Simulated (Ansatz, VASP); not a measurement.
# NaP2 in VASP and in Ansatz

```
Na P
1.0
     3.27664    0.00000    0.00000
    -1.40788    5.45438    0.00000
    -0.40400   -1.11043    6.86746
Na P
2 4
Direct
  0.12216 0.78912 0.17356
  0.87784 0.21088 0.82644
  0.61026 0.67660 0.78411
  0.90579 0.30218 0.42542
  0.38974 0.32340 0.21590
  0.09421 0.69782 0.57458
```

Alike in both runs: task single point; functional r2SCAN; k mesh 8 × 6 × 4; occupations gaussian, width 0.02 eV; no spin polarisation.

```csv
,VASP,Ansatz
version,VASP 6.6.1,Ansatz 0.2.0
potentials or method,"VASP PAW PBE potentials, release 64 (Na_pv, P), cutoff 520 eV","scalar-relativistic, plane waves, PAW"
valence electrons in the cell,34,38
```

|  | VASP | Ansatz | Ansatz less VASP |
| --- | --- | --- | --- |
| gap on the k mesh at the Fermi level (eV) | 1.14 | 1.13 | -0.012 |
| least direct gap on the mesh (eV) | 1.92 | 1.90 | -0.025 |
| pressure (GPa) | 1.0 | 1.5 | +0.47 |
| traceless stress, the component that is largest in VASP (GPa) | -0.46 | -0.34 | +0.114 |
| rms of the force components (eV/Å) | 0.176 | 0.125 | -0.0511 |

VASP's potentials were made for PBE, not for r2SCAN. Atom by atom the forces differ by 0.052 eV/Å (rms over components). With one functional, cell and mesh, what is left measures potentials, basis and numerics. VASP's potentials hold 34 valence electrons a cell and Ansatz's 38, so a difference there can come from the potentials and not from the codes.
